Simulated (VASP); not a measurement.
# Au (Fm-3m) in VASP: a series of runs, part 2 of 2

VASP 6.6.1. Earlier steps stand in the parts before.

### 5 Single point, RPBE+D4, collinear spin, ferromagnetic start (volume scaled by 1.02)

Contents of INCAR:

```
PREC     = Accurate       # precision mode
ENCUT    = 520            # plane-wave cutoff, eV
EDIFF    = 1E-6           # SCF threshold, eV
ISMEAR   = -1             # smearing method
SIGMA    = 0.025          # smearing width, eV
LREAL    = False          # projectors in reciprocal space
LASPH    = True           # aspherical terms in the spheres
NELM     = 150            # most SCF steps
ALGO     = Normal         # electronic algorithm
ISIF     = 2              # what is computed and relaxed
LWAVE    = False          # write WAVECAR
LCHARG   = False          # write CHGCAR
ISPIN    = 2              # spin polarisation
MAGMOM   = -0.11          # initial moments
LORBIT   = 11             # projections on sites
LMAXMIX  = 4              # l up to which the mixer works
GGA      = RP             # functional
IVDW     = 13             # dispersion correction
NBANDS   = 16             # bands
```

Contents of KPOINTS:

```
regular mesh
0
Gamma
  11 11 11
```

Contents of POSCAR:

```
Au
1.0
    0.0000000000      2.0484772140      2.0484772140
    2.0484772140      0.0000000000      2.0484772140
    2.0484772140      2.0484772140      0.0000000000
Au
1
Direct
    0.0000000000      0.0000000000      0.0000000000
```

Potentials or basis: VASP PAW PBE potentials, release 64 (Au).

The run is started by

```bash
$ cat potpaw_PBE.64/Au/POTCAR > POTCAR
$ mpirun -np 1 vasp_std > vasp.out
```

OUTCAR:

```text
PREC = Accurate
   ENCUT = 520
   EDIFF = 1E-6
   ISMEAR = -1
   LREAL = False
   LASPH = True
   NELM = 150
   ISIF = 2
   ISPIN = 2
   LORBIT = 11
   GGA = RP
   IVDW = 13

 ion  position               nearest neighbor table
   1  0.000  0.000  0.000-

  LATTYP: Found a face centered cubic cell.
 ALAT       =     4.0969544280

  Lattice vectors:

 A1 = (   0.0000000000,   2.0484772140,   2.0484772140)
 A2 = (   2.0484772140,   0.0000000000,   2.0484772140)
 A3 = (   2.0484772140,   2.0484772140,   0.0000000000)

Analysis of symmetry for initial positions (statically):
=====================================================================
 Subroutine PRICEL returns:
 Original cell was already a primitive cell.

 Routine SETGRP: Setting up the symmetry group for a
 face centered cubic supercell.

 Subroutine GETGRP returns: Found 48 space group operations
[... 9 lines left out ...]

 Routine SETGRP: Setting up the symmetry group for a
 face centered cubic supercell.

 Subroutine GETGRP returns: Found 48 space group operations
 (whereof 48 operations were pure point group operations)
 out of a pool of 48 trial point group operations.

The dynamic configuration has the point symmetry O_h .

Analysis of structural, dynamic, and magnetic symmetry:
=====================================================================
 Subroutine PRICEL returns:
 Original cell was already a primitive cell.

 Routine SETGRP: Setting up the symmetry group for a
 face centered cubic supercell.

 Subroutine GETGRP returns: Found 48 space group operations
 (whereof 48 operations were pure point group operations)
 out of a pool of 48 trial point group operations.

The overall configuration has the point symmetry O_h .

 Subroutine INISYM returns: Found 48 space group operations
[... 5 lines left out ...]
                                     Primitive cell

  volume of cell :      17.1919

  direct lattice vectors                    reciprocal lattice vectors
[... 117 lines left out ...]
  energy-cutoff  :      520.00
  volume of cell :       17.19
 maximum number of plane-waves:       483
 NGX is ok and might be reduce to    24
   NGX = 11   NGY = 11   NGZ = 11

 number of electron      11.0000000 magnetization      -0.0012086

 number of electron      11.0000000 magnetization       0.0001134

 Free energy of the ion-electron system (eV)
  ---------------------------------------------------
  ext. energy  EPLUGINS =         0.00000000
  ---------------------------------------------------
  free energy    TOTEN  =        -2.60466421 eV

  energy without entropy =       -2.60455965  energy(sigma->0) =       -2.60461193

 E-fermi :   9.5201     XC(G=0): -12.5774

 val. band max:        9.3475483793   @ k =   0.4545   0.3636   0.0000
 cond. band min:       9.6148867101   @ k =  -0.4545   0.0909   0.0000
 fundamental gap:      0.2673383308
 Fermi energy:         9.5201007258

 spin component 1

 k-point     1 :       0.0000    0.0000    0.0000
  band No.  band energies     occupation
      1      -0.2933      1.00000
      2       4.7846      1.00000
      3       4.7846      1.00000
      4       4.7846      1.00000
      5       6.2665      1.00000
      6       6.2665      1.00000
[... 435 lines left out ...]
      5       5.6762      1.00000
      6       7.4581      1.00000
[... 8 lines left out ...]
     15      39.9524      0.00000
     16      41.6820      0.00000

 [... further k-points ...]

 spin component 2

 k-point     1 :       0.0000    0.0000    0.0000
  band No.  band energies     occupation
      1      -0.2932      1.00000
      2       4.7845      1.00000
      3       4.7845      1.00000
      4       4.7845      1.00000
      5       6.2664      1.00000
      6       6.2664      1.00000
[... 435 lines left out ...]
      5       5.6761      1.00000
      6       7.4580      1.00000
[... 8 lines left out ...]
     15      39.9525      0.00000
     16      41.6821      0.00000

 [... further k-points ...]

------------------------ aborting loop because EDIFF is reached ----------------------------------------

  DFT-D4 for vdW energy calculation

  Edisp (eV):   -1.29397

  FORCE on cell =-STRESS in cart. coord.  units (eV):
  Direction    XX          YY          ZZ          XY          YZ          ZX
  --------------------------------------------------------------------------------------
  -------------------------------------------------------------------------------------
  Total      -0.03556    -0.03556    -0.03556     0.00000     0.00000    -0.00000
  in kB      -3.31357    -3.31357    -3.31357     0.00000     0.00000    -0.00000
  external pressure =       -3.31 kB  Pullay stress =        0.00 kB

 VOLUME and BASIS-vectors are now :
 -----------------------------------------------------------------------------
  energy-cutoff  :      520.00
  volume of cell :       17.19
      direct lattice vectors                 reciprocal lattice vectors
     0.000000000  2.048477214  2.048477214    -0.244083750  0.244083750  0.244083750
     2.048477214  0.000000000  2.048477214     0.244083750 -0.244083750  0.244083750
     2.048477214  2.048477214  0.000000000     0.244083750  0.244083750 -0.244083750

 POSITION                                       TOTAL-FORCE (eV/Angst)
 -----------------------------------------------------------------------------------
      0.00000      0.00000      0.00000        -0.000000     -0.000000     -0.000000
 -----------------------------------------------------------------------------------
    total drift:                               -0.000000      0.000000     -0.000000

  FREE ENERGIE OF THE ION-ELECTRON SYSTEM (eV)
  ---------------------------------------------------
  free  energy   TOTEN  =        -3.8986354133 eV

  energy  without entropy=       -3.8985308557  energy(sigma->0) =       -3.89858313

 total charge

# of ion       s       p       d       tot
------------------------------------------
    1        0.537   0.348   8.772   9.657

 magnetization (x)

# of ion       s       p       d       tot
------------------------------------------
    1       -0.000   0.000  -0.000  -0.000
```

stdout:

```text
POSCAR found type information on POSCAR Au
 POSCAR found :  1 types and       1 ions
 scaLAPACK will be used
 -----------------------------------------------------------------------------
|                                                                             |
|                                                                             |
|     You enforced a specific xc type in the INCAR file but a different       |
|     I HOPE YOU KNOW WHAT YOU ARE DOING!                                     |
|                                                                             |
 -----------------------------------------------------------------------------

 LDA part: xc-table for (Slater+PW92), standard interpolation
 POSCAR, INCAR and KPOINTS ok, starting setup
 FFT: planning ... GRIDC
 FFT: planning ... GRID_SOFT
 FFT: planning ... GRID
 WAVECAR not read
 entering main loop
```

Run time: 20 s. Hardware: 1 thread of Intel Xeon Platinum 8488C (Sapphire Rapids), shared host; peak memory 0.16 GiB.

What came out:

* Free energy: -3.8986 eV
* Pressure: -0.3 GPa
* Net moment: 0.00 μB per cell
* Valence electrons inside the program's atomic spheres: Au 9.66
* Dispersion energy per atom: -1.294 eV

Caveat: the PAW data sets were made with another functional, which shifts forces and pressure a little; spin-orbit coupling is left out, which moves the levels of the heavy elements; pairwise dispersion overbinds metals, which lowers pressure and volume.

### 6 Summary

| cell | gap on the mesh (eV) | pressure (GPa) | moment (μB) |
| --- | --- | --- | --- |
| a = 2.839 Å, angles 60.0°, 1 atom | none | 11.4 | 0.00 |
| a = 2.859 Å, angles 60.0°, 1 atom | none | 6.9 | 0.00 |
| a = 2.878 Å, angles 60.0°, 1 atom | none | 3.1 | 0.00 |
| a = 2.897 Å, angles 60.0°, 1 atom | none | -0.3 | 0.00 |

Alike in all rows: task single point; level RPBE+D4; potentials or basis VASP PAW PBE potentials, release 64 (Au); spin collinear, ferromagnetic start; k mesh 11 × 11 × 11; cutoff (eV) 520; smearing fermi-dirac 0.025 eV.

Caveats: the PAW data sets were made with another functional, which shifts forces and pressure a little; spin-orbit coupling is left out, which moves the levels of the heavy elements; pairwise dispersion overbinds metals, which lowers pressure and volume.

Total energies depend on the potentials used, so only differences within one code and one set of settings carry meaning.
